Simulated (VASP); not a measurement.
Set up this calculation in VASP 6.6.1, as the native input.

- Task: single point
- Functional: r2SCAN
- Dispersion: D4
- Potentials or basis: VASP PAW PBE potentials, release 64 (K_sv, Ta_pv, O)
- Cutoff: 520 eV
- k mesh: 4 × 4 × 4
- Occupations: gaussian, width 0.01 eV
- Spin: no spin polarisation
- Dipole correction: no
- Further INCAR settings: ALGO = Normal; EDIFF = 1e-06; NBANDS = 27

KTaO3:

```
K Ta O
1.0
     3.98543    0.00000    0.00000
     0.00000    3.98543    0.00000
     0.00000    0.00000    3.98543
K Ta O
1 1 3
Direct
  0.50000 0.50000 0.50000
  0.00000 0.00000 0.00000
  0.50000 0.00000 0.00000
  0.00000 0.50000 0.00000
  0.00000 0.00000 0.50000
```

The input as run:

POSCAR

```
KTaO3
1.0
    3.9854293552      0.0000000000      0.0000000000
    0.0000000000      3.9854293552      0.0000000000
    0.0000000000      0.0000000000      3.9854293552
K Ta O
1 1 3
Direct
    0.5000000000      0.5000000000      0.5000000000
    0.0000000000      0.0000000000      0.0000000000
    0.5000000000      0.0000000000      0.0000000000
    0.0000000000      0.5000000000      0.0000000000
    0.0000000000      0.0000000000      0.5000000000
```

INCAR.step1

```
  PREC = Accurate
  ENCUT = 520
  ISMEAR = 0
  SIGMA = 0.01
  LREAL = F
  LASPH = T
  NELM = 60
  NBANDS = 27
  GGA = PE
  ALGO = Normal
  EDIFF = 1E-4
  LWAVE = T
  LCHARG = F
```

INCAR.step2

```
  PREC = Accurate
  ENCUT = 520
  EDIFF = 1E-6
  ISMEAR = 0
  SIGMA = 0.01
  LREAL = F
  LASPH = T
  NELM = 60
  ALGO = Normal
  ISIF = 2
  LWAVE = F
  LCHARG = F
  METAGGA = R2SCAN
  LMIXTAU = T
  IVDW = 13
  VDW_S6 = 1.0
  VDW_S8 = 0.6018749
  VDW_A1 = 0.51559235
  VDW_A2 = 5.77342911
  NBANDS = 27
  ISTART = 1
```

KPOINTS

```
regular mesh
0
Gamma
  4 4 4
```

Potentials or basis: VASP PAW PBE potentials, release 64 (K_sv, Ta_pv, O).

Command:

```bash
$ cat potpaw_PBE.64/K_sv/POTCAR potpaw_PBE.64/Ta_pv/POTCAR potpaw_PBE.64/O/POTCAR > POTCAR
$ cp INCAR.step1 INCAR
$ mpirun -np 1 vasp_std > vasp.out
$ cp INCAR.step2 INCAR
$ mpirun -np 1 vasp_std > vasp.out
```

It gave:

```
Pressure                   : 0.9 GPa
Band gap on the k mesh     : 2.59 eV, indirect (least direct gap 3.24 eV)
Dispersion energy per atom : -0.060 eV
```

Caveat: the PAW data sets were made with another functional, which shifts forces and pressure a little; spin-orbit coupling is left out, which moves the levels of the heavy elements.

Run time: 64 s on 1 thread of Intel Xeon 6975P-C, on a shared host, peak memory 0.18 GiB.
